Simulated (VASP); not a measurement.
Write the native input for VASP 6.6.1 that does the following.

* Task: relaxation of the atoms
* Functional: PBE
* Potentials or basis: VASP PAW PBE potentials, release 64 (Au, I)
* Cutoff: 450 eV
* k mesh: 3 × 3 × 1
* Occupations: fermi-dirac, width 0.05 eV
* Spin: no spin polarisation
* Dipole correction: no
* Atoms held fixed (from 0): [0, 1, 2, 3]
* Further INCAR settings: ALGO = Normal; EDIFF = 1e-07; NELMDL = -8; IBRION = 2; EDIFFG = -0.08; NSW = 45

The structure of Au12I lies in POSCAR:

```
Au12I
1.0
    5.7699910000      0.0000000000      0.0000000000
    2.8849960000      4.9969590000      0.0000000000
    0.0000000000      0.0000000000     16.7111780000
Au I
12 1
Selective dynamics
Direct
    0.1666667000      0.1666667000      0.0598402000  F F F
    0.6666667000      0.1666667000      0.0598402000  F F F
    0.1666667000      0.6666667000      0.0598402000  F F F
    0.6666667000      0.6666667000      0.0598402000  F F F
   -0.1666667000      0.3333333000      0.2007991000  T T T
    0.3333333000      0.3333333000      0.2007991000  T T T
   -0.1666667000      0.8333333000      0.2007991000  T T T
    0.3333333000      0.8333333000      0.2007991000  T T T
    0.0000000000      0.0000000000      0.3417580000  T T T
    0.5000000000      0.0000000000      0.3417580000  T T T
    0.0000000000      0.5000000000      0.3417580000  T T T
    0.5000000000      0.5000000000      0.3417580000  T T T
    0.7395479000     -0.0073635000      0.4901616000  T T T
```

One way to write it, as run:

INCAR

```
SYSTEM = Au12I
ALGO = Normal
EDIFF = 1E-7
EDIFFG = -0.08
ENCUT = 450
GGA = PE
GGA_COMPAT = .False.
IBRION = 2
ISIF = 2
ISMEAR = -1
KPAR = 2
LASPH = .True.
LCHARG = .False.
LREAL = .False.
LWAVE = .False.
NCORE = 2
NELM = 120
NELMDL = -8
NELMIN = 4
NSW = 45
PREC = Accurate
SIGMA = 0.05
```

KPOINTS

```
k-points
0
Gamma
  3 3 1
  0 0 0
```

Potentials or basis: VASP PAW PBE potentials, release 64 (Au, I).

The run is started by

```bash
$ cat potpaw_PBE.64/Au/POTCAR potpaw_PBE.64/I/POTCAR > POTCAR
$ mpirun -np 4 vasp_std > vasp.out
```

Results of the run:

- Energy gained by relaxing: 22.1 meV/atom
- Ionic steps: 12

Caveat: the k points lie up to 0.42 Å⁻¹ apart; an odd number of electrons without spin polarisation forces a metal; a magnetic or distorted state may lie lower.

It took 7.6 min on 4 MPI ranks on AMD EPYC 7R13 Processor (Zen 3) (shared host), peak memory 0.33 GiB a rank.
